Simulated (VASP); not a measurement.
A run of VASP 6.6.1 is set up as follows.

The input POSCAR:

```
AlN
1.0
    3.1137832728      0.0000000029      0.0000000000
   -1.5568916389      2.6966154147      0.0000000000
    0.0000000000      0.0000000000      4.9835883024
Al N
2 2
Direct
    0.3333333333      0.6666666667     -0.0034913258
    0.6666666667      0.3333333333      0.4965086742
    0.3333333333      0.6666666667      0.3784913258
    0.6666666667      0.3333333333      0.8784913258
```

The input INCAR.step1:

```
SYSTEM = AlN
PREC = Accurate
ENCUT = 520
EDIFF = 1E-5
ISMEAR = 0
SIGMA = 0.01
LREAL = .False.
LASPH = .True.
NELM = 80
ALGO = Normal
ISIF = 2
LWAVE = .True.
LCHARG = .False.
NBANDS = 16
GGA = PE
```

INCAR.step2

```
SYSTEM = AlN
PREC = Accurate
ENCUT = 520
EDIFF = 1E-6
ISMEAR = 0
SIGMA = 0.01
LREAL = .False.
LASPH = .True.
NELM = 80
ALGO = Normal
ISIF = 2
LWAVE = .False.
LCHARG = .False.
GGA = PE
LHFCALC = .True.
AEXX = 1.0
ALDAC = 0.0
AGGAC = 0.0
PRECFOCK = Normal
NBANDS = 16
ISTART = 1
```

KPOINTS

```
regular mesh
0
Gamma
  6 6 4
  0 0 0
```

Potentials or basis: VASP PAW PBE potentials, release 64 (Al, N).

Launch:

```console
$ cat potpaw_PBE.64/Al/POTCAR potpaw_PBE.64/N/POTCAR > POTCAR
$ cp INCAR.step1 INCAR
$ mpirun -np 1 vasp_std > vasp.out
$ cp INCAR.step2 INCAR
$ mpirun -np 1 vasp_std > vasp.out
```

Problem. Predict the largest force.

Solution. 0.058 eV/Å.

Problem. What does it give for the pressure?

Solution. -3.0 GPa.

Problem. What does it give for the band gap on the k mesh?

Solution. 12.29 eV.

Forces in eV/Å, atoms in the order of the input:
```
Al   0.000  0.000  0.058
Al   0.000  0.000  0.058
N    0.000  0.000 -0.058
N    0.000  0.000 -0.058
```

Caveat: the PAW data sets were made with another functional, which shifts forces and pressure a little.
